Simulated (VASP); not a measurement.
Wanted: the native input for a VASP 6.6.1 run.

```yaml
Task: single point
Functional: PBE
Potentials_or_basis: VASP PAW PBE potentials, release 64 (B, N)
Cutoff: 520 eV
k_mesh: 6 × 6 × 6
Occupations: gaussian, width 0.05 eV
Spin: no spin polarisation
Dipole_correction: no
Further_INCAR_settings: ALGO = Normal; EDIFF = 1e-06; NBANDS = 16
```

The structure of BN lies in POSCAR:

```
BN
1.0
    0.0000000000     -1.8123937734     -1.8123937734
   -1.8123937734      0.0000000000     -1.8123937734
    1.8123937734      1.8123937734     -3.6247875468
B N
2 2
Direct
    0.0292434570     -0.0090813587      0.0000000000
    0.4707565430      0.5090813587      0.5000000000
    0.4049267398      0.3657064525      0.8750000000
    0.8450732602      0.8842935475      0.3750000000
```

This cell differs from its parent crystal: mode 4 frozen in at +0.000 Å and mode 5 at -0.068 Å (largest displacements).

The input as run:

INCAR

```
SYSTEM = BN
ALGO     = Normal         ! electronic algorithm
EDIFF    = 1E-6           ! SCF threshold, eV
ENCUT    = 520            ! plane-wave cutoff, eV
GGA      = PE             ! functional
ISIF     = 2              ! what is computed and relaxed
ISMEAR   = 0              ! smearing method
LASPH    = .True.         ! aspherical terms in the spheres
LCHARG   = .True.         ! write CHGCAR
LELF     = .True.         ! ELF
LREAL    = .False.        ! projectors in reciprocal space
LVHAR    = .True.       
LWAVE    = .False.        ! write WAVECAR
NBANDS   = 16             ! bands
NELM     = 100            ! most SCF steps
PREC     = Accurate       ! precision mode
SIGMA    = 0.05           ! smearing width, eV
```

KPOINTS

```
k-points
0
Gamma
  6 6 6
  0 0 0
```

Potentials or basis: VASP PAW PBE potentials, release 64 (B, N).

Launch:

```bash
$ cat potpaw_PBE.64/B/POTCAR potpaw_PBE.64/N/POTCAR > POTCAR
$ mpirun -np 1 vasp_std > vasp.out
```

Results of the run:

The pressure is 0.1 GPa, the largest force is 0.824 eV/Å and the band gap on the k mesh is 4.36 eV.

Caveat: the k points lie up to 0.48 Å⁻¹ apart; the cell differs from its parent crystal (mode 4 frozen in at +0.000 Å and mode 5 at -0.068 Å (largest displacements)).

Run time: 77 s on 1 thread of AMD EPYC 7571 (shared host), peak memory 0.12 GiB.
